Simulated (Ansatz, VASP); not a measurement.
# Mo in VASP and in Ansatz

POSCAR

```
Mo
1.0
    2.8031451152      0.0000000000      0.0000000000
   -1.4015725576      2.4275948803      0.0000000000
    0.0000000000      0.0000000000      4.4247628419
Mo
2
Direct
    0.3333333333      0.6666666667      0.2500000000
    0.6666666667      0.3333333333      0.7500000000
```

The input INCAR.step1:

```
SYSTEM = Mo
PREC = Accurate ; ENCUT = 600
ISMEAR = 0 ; SIGMA = 0.1
LREAL = .FALSE. ; LASPH = .TRUE.
NELM = 60 ; GGA = PE
ALGO = Normal ; EDIFF = 1E-4
LWAVE = .TRUE. ; LCHARG = .FALSE.
```

The input INCAR.step2:

```
SYSTEM = Mo
PREC = Accurate ; ENCUT = 600
EDIFF = 1E-6 ; ISMEAR = 0
SIGMA = 0.1 ; LREAL = .FALSE.
LASPH = .TRUE. ; NELM = 60
ALGO = Normal ; ISIF = 3
LWAVE = .FALSE. ; LCHARG = .FALSE.
METAGGA = R2SCAN ; LMIXTAU = .TRUE.
IBRION = 2 ; NSW = 80
EDIFFG = -0.05 ; ISTART = 1
```

KPOINTS

```
Automatic mesh
0
G
  12 12 4
  0 0 0
```

Input for Ansatz:

```yaml
crystal:
  lattice:
    - [2.8031451152, 0.0, 0.0]
    - [-1.4015725576, 2.4275948803, 0.0]
    - [0.0, 0.0, 4.4247628419]
  atoms:
    - { symbol: Mo, position: [0.3333333333, 0.6666666667, 0.25] }
    - { symbol: Mo, position: [0.6666666667, 0.3333333333, 0.75] }
basis:
  ecutwfc: 500
kpoints:
  mp_grid: { grid: [12, 12, 4] }
hamiltonian:
  xc: r2scan
scf:
  occupations: { method: gaussian, width: 0.1 }
output:
  forces: true
  stress: true
  eigenvalues: true
relax:
  adjacent_minimum: "off"
  f_tol: 0.05
  max_steps: 60
  cell: { stress_tol: 0.5 }
```

Alike in both runs: task relaxation of cell and atoms; functional r2SCAN; k mesh 12 × 12 × 4; occupations gaussian, width 0.1 eV; no spin polarisation.

|  | VASP | Ansatz |
| --- | --- | --- |
| version | VASP 6.6.1 | Ansatz 0.2.0 |
| potentials or method | VASP PAW PBE potentials, release 64 (Mo_sv), cutoff 600 eV | scalar-relativistic, plane waves, PAW |
| valence electrons in the cell | 28 | 28 |

Ansatz gave:

| Property | Result |
| --- | --- |
| gap on the k mesh at the Fermi level, each at its own relaxed structure (eV) | none |
| relaxed volume (Å³/atom) | 15.94 |
| relaxed length of the cell vector where the two differ most in proportion (Å) | 4.937 |

What did VASP give for the same quantities?

gap on the k mesh at the Fermi level, each at its own relaxed structure (eV): none; relaxed volume (Å³/atom): 16.01; relaxed length of the cell vector where the two differ most in proportion (Å): 4.948.

VASP's potentials were made for PBE, not for r2SCAN. A gap of «none» marks a metal or a gap that the smearing closes.
